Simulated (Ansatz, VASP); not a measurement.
# Ca3SiSe: VASP beside Ansatz

INCAR

```
ALGO = Normal
EDIFF = 1E-6
EDIFFG = -0.04
ENCUT = 600
GGA = PE
IBRION = 2
ISIF = 3
ISMEAR = 0
LASPH = True
LCHARG = False
LREAL = False
LWAVE = False
NELM = 100
NSW = 90
PREC = Accurate
SIGMA = 0.1
```

The input KPOINTS:

```
k-points
0
Gamma
  3 3 2
```

POSCAR

```
Ca3SiSe
1.0
    5.7622545100      0.0000000000      0.0000000000
   -2.8811272600      4.9902587900      0.0000000000
    0.0000000000      0.0000000000      8.0659605200
Ca Si Se
6 2 2
Direct
    0.5000000000      0.0000000000      0.0000000000
    0.0000000000      0.5000000000      0.0000000000
    0.5000000000      0.5000000000      0.0000000000
    0.5000000000      0.0000000000      0.5000000000
    0.0000000000      0.5000000000      0.5000000000
    0.5000000000      0.5000000000      0.5000000000
    0.0000000000      0.0000000000      0.7726420700
    0.0000000000      0.0000000000      0.2273579300
    0.0000000000      0.0000000000      0.5000000000
    0.0000000000      0.0000000000      0.0000000000
```

Input for Ansatz:

```yaml
crystal:
  lattice:
    - [5.76225451, 0.0, 0.0]
    - [-2.88112726, 4.99025879, 0.0]
    - [0.0, 0.0, 8.06596052]
  atoms:
    - { symbol: Ca, position: [0.5, 0.0, 0.0] }
    - { symbol: Ca, position: [0.0, 0.5, 0.0] }
    - { symbol: Ca, position: [0.5, 0.5, 0.0] }
    - { symbol: Ca, position: [0.5, 0.0, 0.5] }
    - { symbol: Ca, position: [0.0, 0.5, 0.5] }
    - { symbol: Ca, position: [0.5, 0.5, 0.5] }
    - { symbol: Si, position: [0.0, 0.0, 0.77264207] }
    - { symbol: Si, position: [0.0, 0.0, 0.22735793] }
    - { symbol: Se, position: [0.0, 0.0, 0.5] }
    - { symbol: Se, position: [0.0, 0.0, 0.0] }
basis:
  ecutwfc: 420
kpoints:
  mp_grid: { grid: [3, 3, 2] }
hamiltonian:
  xc: pbe
scf:
  occupations: { method: gaussian, width: 0.1 }
  lower_state_search: "off"
output:
  forces: true
  stress: true
  eigenvalues: true
relax:
  adjacent_minimum: "off"
  f_tol: 0.04
  max_steps: 70
  cell: { stress_tol: 0.4 }
```

Alike in both runs: task relaxation of cell and atoms; functional PBE; k mesh 3 × 3 × 2; occupations gaussian, width 0.1 eV; no spin polarisation.

|  | VASP | Ansatz |
| --- | --- | --- |
| version | VASP 6.6.1 | Ansatz 0.2.0 |
| potentials or method | VASP PAW PBE potentials, release 64 (Ca_sv, Si, Se), cutoff 600 eV | scalar-relativistic, plane waves, PAW |
| valence electrons in the cell | 80 | 100 |

Ansatz gave:

* gap on the k mesh at the Fermi level, each at its own relaxed structure (eV): none
* relaxed volume (Å³/atom): 37.24
* relaxed cell length with the largest relative difference (Å): 9.534

Problem. What did VASP give for the same quantities?

Solution. gap on the k mesh at the Fermi level, each at its own relaxed structure (eV): none; relaxed volume (Å³/atom): 37.29; relaxed cell length with the largest relative difference (Å): 9.546.

A gap of «none» marks a metal or a gap that the smearing closes. VASP's potentials hold 80 valence electrons a cell and Ansatz's 100, so a difference there can come from the potentials and not from the codes.

The k mesh is coarse, so the values compare programs but aren't converged. Noted on VASP's run: the volume moved by over 15 % at a fixed basis, so the end points are rough.
